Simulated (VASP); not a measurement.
A run of VASP 6.6.1:

Contents of INCAR:

```
ALGO     = Normal         # electronic algorithm
EDIFF    = 1E-7           # SCF threshold, eV
ENCUT    = 520            # plane-wave cutoff, eV
GGA      = CA             # functional
ISIF     = 2              # what is computed and relaxed
ISMEAR   = -1             # smearing method
LASPH    = T              # aspherical terms in the spheres
LCHARG   = F              # write CHGCAR
LREAL    = F              # projectors in reciprocal space
LWAVE    = F              # write WAVECAR
NBANDS   = 15             # bands
NELM     = 100            # most SCF steps
PREC     = Accurate       # precision mode
SIGMA    = 0.1            # smearing width, eV
```

File KPOINTS:

```
k-points
0
Gamma
  22 22 12
```

File POSCAR:

```
Os
1.0
    2.8221462570      0.0000000000      0.0000000000
   -1.4110731285      2.4440503517      0.0000000000
    0.0000000000      0.0000000000      4.4494073006
Os
2
Direct
    0.3333333333      0.6666666667      0.2500000000
    0.6666666667      0.3333333333      0.7500000000
```

Potentials or basis: VASP PAW LDA potentials, release 64 (Os).

Run with:

```console
$ cat potpaw_LDA.64/Os/POTCAR > POTCAR
$ mpirun -np 1 vasp_std > vasp.out
```

Hardware: 1 thread of Intel(R) Xeon(R) 6975P-C (Granite Rapids) (shared host).

Estimate the wall time of this run.

Wall time 89 s on 1 thread of Intel(R) Xeon(R) 6975P-C (Granite Rapids), on a shared host, peak memory 0.25 GiB. Counts: scf iterations 13, k points 364.
